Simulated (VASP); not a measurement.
# ZnS (F-43m) in VASP: further runs

The runs below take ZnS through elastic constants, with PBEsol.

Program: VASP 6.6.1. These are calculated values, not measurements. Logs are shortened: lines on timing, memory, paths and dates and some standing lists are left out, and cuts for length are marked.

## 1. The cell of the first run

Symmetry: F-43m, No. 216, cubic system. Conventional cell: a = 5.057 Å, b = 5.057 Å, c = 5.057 Å, α = 90.00°, β = 90.00°, γ = 90.00°. Zn (site symmetry -43m) has 4 S at 2.19 Å within 2.9 Å. S (site symmetry -43m) has 4 Zn at 2.19 Å within 2.9 Å.

## 2. Elastic constants, PBEsol

Input file INCAR:

```
PREC     = Accurate       # precision mode
ENCUT    = 600            # plane-wave cutoff, eV
EDIFF    = 1E-8           # SCF threshold, eV
ISMEAR   = 0              # smearing method
SIGMA    = 0.01           # smearing width, eV
LREAL    = F              # projectors in reciprocal space
LASPH    = T              # aspherical terms in the spheres
NELM     = 60             # most SCF steps
ALGO     = Normal         # electronic algorithm
ISIF     = 3              # what is computed and relaxed
LWAVE    = F              # write WAVECAR
LCHARG   = F              # write CHGCAR
GGA      = PS             # functional
IBRION   = 6              # ionic algorithm
NFREE    = 2            
POTIM    = 0.015          # step
NSW      = 1              # ionic steps
```

Input file KPOINTS:

```
regular mesh
0
Gamma
  8 8 8
```

Input file POSCAR:

```
ZnS
1.0
    0.0000000000      2.5284617684      2.5284617684
    2.5284617684      0.0000000000      2.5284617684
    2.5284617684      2.5284617684      0.0000000000
Zn S
1 1
Direct
    0.7500000000      0.7500000000      0.7500000000
    0.0000000000      0.0000000000      0.0000000000
```

Potentials or basis: VASP PAW PBE potentials, release 64 (Zn, S).

On the command line:

```
cat potpaw_PBE.64/Zn/POTCAR potpaw_PBE.64/S/POTCAR > POTCAR
mpirun -np 1 vasp_std > vasp.out
```

OUTCAR:

```text
PREC = Accurate
   ENCUT = 600
   EDIFF = 1E-8
   ISMEAR = 0
   LREAL = F
   LASPH = T
   NELM = 60
   ISIF = 3
   GGA = PS
   IBRION = 6
   NFREE = 2
   POTIM = 0.015
   NSW = 1

 ion  position               nearest neighbor table
   1  0.750  0.750  0.750-   2 2.19   2 2.19   2 2.19   2 2.19
   2  0.000  0.000  0.000-   1 2.19   1 2.19   1 2.19   1 2.19

  LATTYP: Found a face centered cubic cell.
 ALAT       =     5.0569235368

  Lattice vectors:

 A1 = (   0.0000000000,   2.5284617684,   2.5284617684)
 A2 = (   2.5284617684,   0.0000000000,   2.5284617684)
 A3 = (   2.5284617684,   2.5284617684,   0.0000000000)

Analysis of symmetry for initial positions (statically):
=====================================================================
 Subroutine PRICEL returns:
 Original cell was already a primitive cell.

 Routine SETGRP: Setting up the symmetry group for a
 face centered cubic supercell.

 Subroutine GETGRP returns: Found 24 space group operations
 (whereof 24 operations were pure point group operations)
 out of a pool of 48 trial point group operations.

The static configuration has the point symmetry T_d .

Analysis of symmetry for dynamics (positions and initial velocities):
=====================================================================
 Subroutine PRICEL returns:
 Original cell was already a primitive cell.

 Routine SETGRP: Setting up the symmetry group for a
 face centered cubic supercell.

 Subroutine GETGRP returns: Found 24 space group operations
 (whereof 24 operations were pure point group operations)
 out of a pool of 48 trial point group operations.

The dynamic configuration has the point symmetry T_d .

 Subroutine INISYM returns: Found 24 space group operations
 (whereof 24 operations are pure point group operations),
 and found     1 'primitive' translations

----------------------------------------------------------------------------------------

                                     Primitive cell

  volume of cell :      32.3295

  direct lattice vectors                    reciprocal lattice vectors
     0.000000000  2.528461768  2.528461768    -0.197748689  0.197748689  0.197748689
     2.528461768  0.000000000  2.528461768     0.197748689 -0.197748689  0.197748689
     2.528461768  2.528461768  0.000000000     0.197748689  0.197748689 -0.197748689

  length of vectors
     3.575784925  3.575784925  3.575784925     0.342510777  0.342510777  0.342510777

  position of ions in fractional coordinates (direct lattice)
     0.750000000  0.750000000  0.750000000
     0.000000000  0.000000000  0.000000000

  ion indices of the primitive-cell ions
   primitive index   ion index
                 1           1
                 2           2

----------------------------------------------------------------------------------------

 KPOINTS: regular mesh

Automatic generation of k-mesh.
 Grid dimensions read from file:
 generate k-points for:    8    8    8

 Generating k-lattice:

  Cartesian coordinates                     Fractional coordinates (reciprocal lattice)
    -0.024718586  0.024718586  0.024718586     0.125000000  0.000000000  0.000000000
     0.024718586 -0.024718586  0.024718586     0.000000000  0.125000000  0.000000000
     0.024718586  0.024718586 -0.024718586     0.000000000  0.000000000  0.125000000

[... 112 lines left out ...]
  --------------------------------------------------------------------------------------
  -------------------------------------------------------------------------------------
  Total        4.1056386      4.1056386      4.1056386      0.0000000      0.0000000     -0.0000000
  in kB      203.4661316    203.4661316    203.4661316      0.0000000      0.0000000     -0.0000000
  external PRESSURE =     203.4661316 kB  Pullay stress =       0.0000000 kB
[... 89 lines left out ...]
  FREE ENERGIE OF THE ION-ELECTRON SYSTEM (eV)
  ---------------------------------------------------
  free  energy   TOTEN  =        -7.1864612118 eV

  energy  without entropy=       -7.1864612118  energy(sigma->0) =       -7.18646121

[... ionic steps 4 to 14 ...]

--------------------------------------- Ionic step       15  -------------------------------------------

 number of electron      17.9999998 magnetization

------------------------ aborting loop because EDIFF is reached ----------------------------------------
[... 67 lines left out ...]
--------------------------------------- Ionic step       17  -------------------------------------------

 number of electron      17.9999995 magnetization

 Free energy of the ion-electron system (eV)
  ---------------------------------------------------
  ext. energy  EPLUGINS =         0.00000000
  ---------------------------------------------------
  free energy    TOTEN  =        -7.25093415 eV

  energy without entropy =       -7.25093415  energy(sigma->0) =       -7.25093415

 E-fermi :   4.1980     XC(G=0): -10.8147

 val. band max:        4.1218559817   @ k =   0.0000   0.0000   0.0000
 cond. band min:       6.8314641383   @ k =   0.0000   0.5000   0.5000
 fundamental gap:      2.7096081567
 Fermi energy:         4.1979857768

 k-point     1 :       0.0000    0.0000    0.0000
  band No.  band energies     occupation
      1     -10.6599      2.00000
      2      -3.3240      2.00000
      3      -3.3069      2.00000
      4      -3.2893      2.00000
      5      -2.5461      2.00000
      6      -2.5459      2.00000
      7       4.1002      2.00000
      8       4.1121      2.00000
      9       4.1219      2.00000
     10       6.9952      0.00000
     11      10.1786      0.00000
     12      10.1843      0.00000
     13      10.1916      0.00000
[... 354 lines left out ...]
  band No.  band energies     occupation
      1      -9.0661      2.00000
      2      -3.1609      2.00000
      3      -3.0442      2.00000
      4      -2.7392      2.00000
      5      -2.5387      2.00000
      6      -2.2295      2.00000
      7      -1.9803      2.00000
      8       1.0003      2.00000
      9       2.0744      2.00000
     10       9.3989      0.00000
     11       9.6739      0.00000
     12      12.2558      0.00000
     13      13.5130      0.00000

 [... further k-points ...]

------------------------ aborting loop because EDIFF is reached ----------------------------------------

  FORCE on cell =-STRESS in cart. coord.  units (eV):
  Direction    XX          YY          ZZ          XY          YZ          ZX
  --------------------------------------------------------------------------------------
  -------------------------------------------------------------------------------------
  Total        4.1054237      4.1100328      4.1100328      0.0000000      0.2147319      0.0000000
  in kB      203.4554852    203.6839008    203.6839008      0.0000000     10.6416263      0.0000000
  external PRESSURE =     203.6077622 kB  Pullay stress =       0.0000000 kB
[... 17 lines left out ...]
  FREE ENERGIE OF THE ION-ELECTRON SYSTEM (eV)
  ---------------------------------------------------
  free  energy   TOTEN  =        -7.2509341456 eV

  energy  without entropy=       -7.2509341456  energy(sigma->0) =       -7.25093415

 INTERNAL STRAIN TENSORS FROM STRAINED CELLS
 ============================================

 INTERNAL STRAIN TENSOR FOR ION    1 for displacements in x,y,z  (eV/Angst):
          X           Y           Z          XY          YZ          ZX
  --------------------------------------------------------------------------------
  x    -0.00000     0.00000     0.00000     0.00000    14.31848     0.00000
  y    -0.00000     0.00000     0.00000     0.00000    -0.00000    14.31900
  z    -0.00000     0.00000    -0.00000    14.31763     0.00000     0.00000

 INTERNAL STRAIN TENSORS FROM DISPLACED ATOMS
 ============================================

 INTERNAL STRAIN TENSOR FOR ION    1 for displacements in x,y,z  (eV/Angst):
          X           Y           Z          XY          YZ          ZX
  --------------------------------------------------------------------------------
  x     0.00000     0.00000     0.00000     0.00000    14.31451     0.00000
  y     0.00000     0.00000     0.00000     0.00000     0.00000    14.31451
  z     0.00000     0.00000     0.00000    14.31451     0.00000     0.00000

 INTERNAL STRAIN TENSOR FOR ION    2 for displacements in x,y,z  (eV/Angst):
          X           Y           Z          XY          YZ          ZX
  --------------------------------------------------------------------------------
  x     0.00000     0.00000     0.00000     0.00000   -14.31561     0.00000
  y     0.00000     0.00000     0.00000     0.00000     0.00000   -14.31561
  z     0.00000     0.00000     0.00000   -14.31561     0.00000     0.00000

 Eigenvectors and eigenvalues of the dynamical matrix
 ----------------------------------------------------

   1 f  =   11.110262 THz    69.807835 2PiTHz  370.598447 cm-1    45.948331 meV
             X         Y         Z           dx          dy          dz
      3.792693  3.792693  3.792693     0.573467    0.000000    0.000000
      0.000000  0.000000  0.000000    -0.819229    0.000000    0.000000
[... 21 lines left out ...]
   6 f/i=    0.001966 THz     0.012353 2PiTHz    0.065581 cm-1     0.008131 meV
             X         Y         Z           dx          dy          dz
      3.792693  3.792693  3.792693    -0.010656   -0.213028    0.790975
      0.000000  0.000000  0.000000    -0.007459   -0.149121    0.553689

--------------------------------------------------------------------------------------------------------

 ELASTIC MODULI CONTR FROM IONIC RELAXATION (kBar)
 Direction    XX          YY          ZZ          XY          YZ          ZX
 --------------------------------------------------------------------------------
 XX          -0.0000     -0.0000     -0.0000     -0.0000     -0.0000      0.0000
 YY          -0.0000     -0.0000     -0.0000     -0.0000     -0.0000     -0.0000
 ZZ          -0.0000     -0.0000     -0.0000     -0.0000     -0.0000     -0.0000
 XY          -0.0000     -0.0000     -0.0000   -934.6712     -0.0000     -0.0000
 YZ          -0.0000     -0.0000     -0.0000     -0.0000   -934.6712     -0.0000
 ZX           0.0000     -0.0000     -0.0000     -0.0000     -0.0000   -934.6712
 --------------------------------------------------------------------------------

 TOTAL ELASTIC MODULI (kBar)
 Direction    XX          YY          ZZ          XY          YZ          ZX
 --------------------------------------------------------------------------------
 XX        1600.8654   1316.6833   1316.6833     -0.0000     -0.0000      0.0000
 YY        1316.6833   1600.8654   1316.6833      0.0000     -0.0000     -0.0000
 ZZ        1316.6833   1316.6833   1600.8654     -0.0000     -0.0000     -0.0000
 XY          -0.0000      0.0000     -0.0000    408.6939     -0.0000     -0.0000
 YZ          -0.0000     -0.0000     -0.0000     -0.0000    408.6939     -0.0000
 ZX           0.0000     -0.0000     -0.0000     -0.0000     -0.0000    408.6939
 --------------------------------------------------------------------------------
```

It took 7.1 min on 1 thread of Intel Xeon 6975P-C (Granite Rapids), shared host; peak memory 0.29 GiB.

What came out:

- Elastic constants C11, C12, C44: 160, 132, 41 GPa
- Voigt bulk modulus: 141 GPa
- Highest phonon frequency at Γ, LO-TO splitting left out: 371 cm⁻¹

Phonon frequencies in cm⁻¹ (negative: imaginary):
```csv
q point,frequencies
"(0.000, 0.000, 0.000)",0 0 0 371 371 371
```

Elastic tensor in Voigt notation (GPa, in the Cartesian axes of the cell as first typed):
```
160 132 132   0   0   0
132 160 132   0   0   0
132 132 160   0   0   0
  0   0   0  41   0   0
  0   0   0   0  41   0
  0   0   0   0   0  41
```

Clamped-ion elastic tensor (GPa):
```
160 132 132   0   0   0
132 160 132   0   0   0
132 132 160   0   0   0
  0   0   0 134   0   0
  0   0   0   0 134   0
  0   0   0   0   0 134
```

Caveat: the cell is under stress, which shifts elastic constants; the PAW data sets were made with another functional, which shifts forces and pressure a little.

(Continued in part 2 of 2.)
